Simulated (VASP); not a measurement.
Set up this calculation in VASP 6.6.1, as the native input.

| Item | Value |
| --- | --- |
| Task | relaxation of cell and atoms |
| Functional | LDA |
| Potentials or basis | VASP PAW LDA potentials, release 64 (Ru_pv) |
| Cutoff | 600 eV |
| k mesh | 15 × 15 × 8 |
| Occupations | gaussian, width 0.1 eV |
| Spin | no spin polarisation |
| Dipole correction | no |
| Further INCAR settings | ALGO = Fast; EDIFF = 1e-07; IBRION = 2; EDIFFG = -0.002; NSW = 100; ISIF = 3 |

The structure of Ru lies in POSCAR:

```
Ru
1.0
    2.6729789960      0.0000000000      0.0000000000
   -1.3364894980      2.3148677143      0.0000000000
    0.0000000000      0.0000000000      4.2281491570
Ru
2
Direct
    0.3333333333      0.6666666667      0.2500000000
    0.6666666667      0.3333333333      0.7500000000
```

The input as run:

INCAR

```
ALGO = Fast
EDIFF = 1E-7
EDIFFG = -0.002
ENCUT = 600
IBRION = 2
ISIF = 3
ISMEAR = 0
LASPH = True
LCHARG = False
LREAL = False
LWAVE = False
NELM = 100
NSW = 100
PREC = Accurate
SIGMA = 0.1
```

KPOINTS

```
k-points
0
Gamma
  15 15 8
```

Potentials or basis: VASP PAW LDA potentials, release 64 (Ru_pv).

Run with:

```sh
$ cat potpaw_LDA.64/Ru_pv/POTCAR > POTCAR
$ mpirun -np 1 vasp_std > vasp.out
```

It gave:

```json
{"Relaxed volume": "13.12 Å³/atom", "Relaxed cell": "a = 2.676 Å, b = 2.676 Å, c = 4.230 Å, α = 90.00°, β = 90.00°, γ = 120.00°", "Space group after relaxing (to 0.05 Å)": "P6_3/mmc (No. 194)", "Energy gained by relaxing": "0.1 meV/atom", "Ionic steps": "11", "Pressure after relaxing": "0.0 GPa", "Band gap on the k mesh": "zero (band 14 reaches 15.00 eV, above the bottom of band 15 at 11.72 eV)"}
```

Wall time 5.7 min on 1 thread of AMD EPYC 7R43 64-Core Processor (Zen 3), with other jobs on the host, peak memory 0.16 GiB.
